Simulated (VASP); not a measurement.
# SbMo (Fm-3m) in VASP: single point with PBE

Aim: the single point of SbMo with PBE.

All numbers are computed with VASP 6.6.1; they aren't measurements. Logs are shortened: lines on timing, memory, paths and dates and some standing lists are left out, and cuts for length are marked.

### Step 1. The cell of the first run

The structure is cubic, space group Fm-3m (No. 225). Conventional cell: a = 5.520 Å, b = 5.520 Å, c = 5.520 Å, α = 90.00°, β = 90.00°, γ = 90.00°. Within 3.6 Å of Mo (site symmetry m-3m) lie 6 Sb at 2.76 Å. Within 3.6 Å of Sb (site symmetry m-3m) lie 6 Mo at 2.76 Å.

### Step 2. Single point, PBE, non-collinear spin, zero start, spin-orbit coupling

File INCAR:

```
SYSTEM = SbMo
ALGO = Normal
EDIFF = 1E-6
ENCUT = 520
GGA = PE
GGA_COMPAT = .FALSE.
ISIF = 2
ISMEAR = 0
LASPH = .TRUE.
LCHARG = .FALSE.
LMAXMIX = 4
LNONCOLLINEAR = .TRUE.
LORBIT = 11
LORBMOM = .TRUE.
LREAL = .FALSE.
LSORBIT = .TRUE.
LWAVE = .FALSE.
MAGMOM = 0 0 0 0 0 0
NBANDS = 31
NELM = 150
PREC = Accurate
SIGMA = 0.05
```

File KPOINTS:

```
k-points
0
G
  10 10 10
  0 0 0
```

File POSCAR:

```
SbMo
1.0
    0.0000000000      2.7601270029      2.7601270029
    2.7601270029      0.0000000000      2.7601270029
    2.7601270029      2.7601270029      0.0000000000
Mo Sb
1 1
Direct
    0.5000000000      0.5000000000      0.5000000000
    0.0000000000      0.0000000000      0.0000000000
```

Potentials or basis: VASP PAW PBE potentials, release 64 (Mo_sv, Sb).

Command:

```console
cat potpaw_PBE.64/Mo_sv/POTCAR potpaw_PBE.64/Sb/POTCAR > POTCAR
mpirun -np 1 vasp_ncl > vasp.out
```

OUTCAR:

```text
SYSTEM = SbMo
   EDIFF = 1E-6
   ENCUT = 520
   GGA = PE
   ISIF = 2
   ISMEAR = 0
   LASPH = .TRUE.
   LNONCOLLINEAR = .TRUE.
   LORBIT = 11
   LREAL = .FALSE.
   LSORBIT = .TRUE.
   NELM = 150
   PREC = Accurate

 ion  position               nearest neighbor table
   1  0.500  0.500  0.500-   2 2.76   2 2.76   2 2.76   2 2.76   2 2.76   2 2.76
   2  0.000  0.000  0.000-   1 2.76   1 2.76   1 2.76   1 2.76   1 2.76   1 2.76

  LATTYP: Found a face centered cubic cell.
 ALAT       =     5.5202540058

  Lattice vectors:

 A1 = (   0.0000000000,   2.7601270029,   2.7601270029)
 A2 = (   2.7601270029,   0.0000000000,   2.7601270029)
 A3 = (   2.7601270029,   2.7601270029,   0.0000000000)

Analysis of symmetry for initial positions (statically):
=====================================================================
 Subroutine PRICEL returns:
 Original cell was already a primitive cell.

 Routine SETGRP: Setting up the symmetry group for a
 face centered cubic supercell.

 Subroutine GETGRP returns: Found 48 space group operations
 (whereof 48 operations were pure point group operations)
 out of a pool of 48 trial point group operations.

The static configuration has the point symmetry O_h .

Analysis of symmetry for dynamics (positions and initial velocities):
=====================================================================
 Subroutine PRICEL returns:
 Original cell was already a primitive cell.

 Routine SETGRP: Setting up the symmetry group for a
 face centered cubic supercell.

 Subroutine GETGRP returns: Found 48 space group operations
 (whereof 48 operations were pure point group operations)
 out of a pool of 48 trial point group operations.

The dynamic configuration has the point symmetry O_h .

Analysis of structural, dynamic, and magnetic symmetry:
=====================================================================
 Subroutine PRICEL returns:
 Original cell was already a primitive cell.

 Routine SETGRP: Setting up the symmetry group for a
 face centered cubic supercell.

 Subroutine GETGRP returns: Found 48 space group operations
 (whereof 48 operations were pure point group operations)
 out of a pool of 48 trial point group operations.

The overall configuration has the point symmetry O_h .

 Subroutine INISYM returns: Found 48 space group operations
 (whereof 48 operations are pure point group operations),
 and found     1 'primitive' translations

----------------------------------------------------------------------------------------

                                     Primitive cell

  volume of cell :      42.0550

  direct lattice vectors                    reciprocal lattice vectors
     0.000000000  2.760127003  2.760127003    -0.181151085  0.181151085  0.181151085
     2.760127003  0.000000000  2.760127003     0.181151085 -0.181151085  0.181151085
     2.760127003  2.760127003  0.000000000     0.181151085  0.181151085 -0.181151085

  length of vectors
     3.903409041  3.903409041  3.903409041     0.313762882  0.313762882  0.313762882

  position of ions in fractional coordinates (direct lattice)
     0.500000000  0.500000000  0.500000000
     0.000000000  0.000000000  0.000000000

  ion indices of the primitive-cell ions
   primitive index   ion index
                 1           1
                 2           2

----------------------------------------------------------------------------------------

 KPOINTS: k-points

Automatic generation of k-mesh.
 Grid dimensions read from file:
 generate k-points for:   10   10   10

 Generating k-lattice:

  Cartesian coordinates                     Fractional coordinates (reciprocal lattice)
    -0.018115108  0.018115108  0.018115108     0.100000000  0.000000000  0.000000000
     0.018115108 -0.018115108  0.018115108     0.000000000  0.100000000  0.000000000
     0.018115108  0.018115108 -0.018115108     0.000000000  0.000000000  0.100000000

  Length of vectors
     0.031376288  0.031376288  0.031376288

[... 96 lines left out ...]

 Free energy of the ion-electron system (eV)
  ---------------------------------------------------
  ext. energy  EPLUGINS =         0.00000000
  ---------------------------------------------------
  free energy    TOTEN  =       -13.63432510 eV

  energy without entropy =      -13.63045157  energy(sigma->0) =      -13.63238834

 E-fermi :  10.1060     XC(G=0): -11.4190

 val. band max:       10.1032090962   @ k =   0.5000   0.1000   0.0000
 cond. band min:      10.1490271998   @ k =   0.5000   0.2000   0.1000
 fundamental gap:      0.0458181036
 Fermi energy:        10.1059742861

 k-point     1 :       0.0000    0.0000    0.0000
  band No.  band energies     occupation
      1     -50.8041      1.00000
      2     -50.8041      1.00000
      3     -26.5572      1.00000
      4     -26.5572      1.00000
      5     -24.1410      1.00000
      6     -24.1410      1.00000
[... 805 lines left out ...]
     30      18.4582      0.00000
     31      20.5651      0.00000

 [... further k-points ...]

------------------------ aborting loop because EDIFF is reached ----------------------------------------

  FORCE on cell =-STRESS in cart. coord.  units (eV):
  Direction    XX          YY          ZZ          XY          YZ          ZX
  --------------------------------------------------------------------------------------
  -------------------------------------------------------------------------------------
  Total        0.0062080      0.0062080      0.0062080     -0.0000000     -0.0000000      0.0000000
  in kB        0.2365093      0.2365093      0.2365093     -0.0000000     -0.0000000      0.0000000
  external PRESSURE =       0.2365093 kB  Pullay stress =       0.0000000 kB

 VOLUME and BASIS-vectors are now :
 -----------------------------------------------------------------------------
  energy-cutoff  :      520.00
  volume of cell :       42.05
      direct lattice vectors                 reciprocal lattice vectors
     0.000000000  2.760127003  2.760127003    -0.181151085  0.181151085  0.181151085
     2.760127003  0.000000000  2.760127003     0.181151085 -0.181151085  0.181151085
     2.760127003  2.760127003  0.000000000     0.181151085  0.181151085 -0.181151085

 POSITION                                       TOTAL-FORCE (eV/Angst)
 -----------------------------------------------------------------------------------
      2.76013      2.76013      2.76013        -0.000000     -0.000000      0.000000
      0.00000      0.00000      0.00000         0.000000      0.000000     -0.000000
 -----------------------------------------------------------------------------------
    total drift:                                0.000000      0.000000      0.000000

  FREE ENERGIE OF THE ION-ELECTRON SYSTEM (eV)
  ---------------------------------------------------
  free  energy   TOTEN  =       -13.6343251047 eV

  energy  without entropy=      -13.6304515728  energy(sigma->0) =      -13.63238834

 orbital moment (x)

 # of ion     p       d       tot
 ----------------------------------------
  1         0.000   0.000   0.000
  2         0.000   0.000   0.000
 ----------------------------------------
            0.000   0.000   0.000

 orbital moment (y)

 # of ion     p       d       tot
 ----------------------------------------
  1         0.000  -0.000  -0.000
  2         0.000   0.000   0.000
 ----------------------------------------
            0.000  -0.000  -0.000

 orbital moment (z)

 # of ion     p       d       tot
 ----------------------------------------
  1         0.000   0.000   0.000
  2         0.000   0.000   0.000
 ----------------------------------------
            0.000   0.000   0.000

 Spin-Orbit-Coupling matrix elements

 Ion:    1  E_soc:     -0.2141628
 l=   1
     0.0000000    -0.0301172    -0.0301172
    -0.0301172     0.0000000    -0.0301172
    -0.0301172    -0.0301172     0.0000000
 l=   2
     0.0000000    -0.0016460     0.0000000    -0.0016460    -0.0039305
    -0.0016460     0.0000000    -0.0029479    -0.0016460    -0.0009826
     0.0000000    -0.0029479     0.0000000    -0.0029479     0.0000000
    -0.0016460    -0.0016460    -0.0029479     0.0000000    -0.0009826
    -0.0039305    -0.0009826     0.0000000    -0.0009826     0.0000000
 l=   3
     0.0000000     0.0000000     0.0000000     0.0000000     0.0000000     0.0000000     0.0000000
     0.0000000     0.0000000     0.0000000     0.0000000     0.0000000     0.0000000     0.0000000
     0.0000000     0.0000000     0.0000000     0.0000000     0.0000000     0.0000000     0.0000000
     0.0000000     0.0000000     0.0000000     0.0000000     0.0000000     0.0000000     0.0000000
     0.0000000     0.0000000     0.0000000     0.0000000     0.0000000     0.0000000     0.0000000
     0.0000000     0.0000000     0.0000000     0.0000000     0.0000000     0.0000000     0.0000000
     0.0000000     0.0000000     0.0000000     0.0000000     0.0000000     0.0000000     0.0000000

 Ion:    2  E_soc:     -0.1216195
 l=   1
     0.0000000    -0.0200164    -0.0200164
    -0.0200164     0.0000000    -0.0200164
    -0.0200164    -0.0200164     0.0000000
 l=   2
     0.0000000    -0.0000607     0.0000000    -0.0000607    -0.0001928
    -0.0000607     0.0000000    -0.0001446    -0.0000607    -0.0000482
     0.0000000    -0.0001446     0.0000000    -0.0001446     0.0000000
    -0.0000607    -0.0000607    -0.0001446     0.0000000    -0.0000482
    -0.0001928    -0.0000482     0.0000000    -0.0000482     0.0000000
 l=   3
     0.0000000     0.0000000     0.0000000     0.0000000     0.0000000     0.0000000     0.0000000
     0.0000000     0.0000000     0.0000000     0.0000000     0.0000000     0.0000000     0.0000000
     0.0000000     0.0000000     0.0000000     0.0000000     0.0000000     0.0000000     0.0000000
     0.0000000     0.0000000     0.0000000     0.0000000     0.0000000     0.0000000     0.0000000
     0.0000000     0.0000000     0.0000000     0.0000000     0.0000000     0.0000000     0.0000000
     0.0000000     0.0000000     0.0000000     0.0000000     0.0000000     0.0000000     0.0000000
     0.0000000     0.0000000     0.0000000     0.0000000     0.0000000     0.0000000     0.0000000

 total charge

# of ion       s       p       d       tot
------------------------------------------
    1        2.217   6.092   4.094  12.403
    2        1.103   1.353   0.075   2.531
--------------------------------------------------
tot          3.320   7.445   4.168  14.934

 magnetization (x)

# of ion       s       p       d       tot
------------------------------------------
    1       -0.000   0.000   0.000  -0.000
    2        0.000  -0.000   0.000   0.000
--------------------------------------------------
tot         -0.000  -0.000   0.000   0.000

 magnetization (y)

# of ion       s       p       d       tot
------------------------------------------
    1        0.000   0.000   0.000   0.000
    2       -0.000   0.000  -0.000  -0.000
--------------------------------------------------
tot         -0.000   0.000  -0.000  -0.000

 magnetization (z)

# of ion       s       p       d       tot
------------------------------------------
    1        0.000   0.000   0.000   0.000
    2        0.000  -0.000  -0.000  -0.000
--------------------------------------------------
tot          0.000  -0.000  -0.000  -0.000
```

It took 2.9 min on 1 thread of Intel Xeon Platinum 8259CL at 2.50GHz (Skylake/Cascade Lake), shared host; peak memory 0.32 GiB.

Results:

- Free energy: -13.6343 eV
- Pressure: 0.0 GPa
- Net moment: 0.00 μB per cell
- Valence electrons inside the program's atomic spheres: Mo 12.40; Sb 2.53

Moments on the atoms (μB; x, y, z):
```
Mo  0.00 0.00 0.00
Sb  0.00 0.00 0.00
```
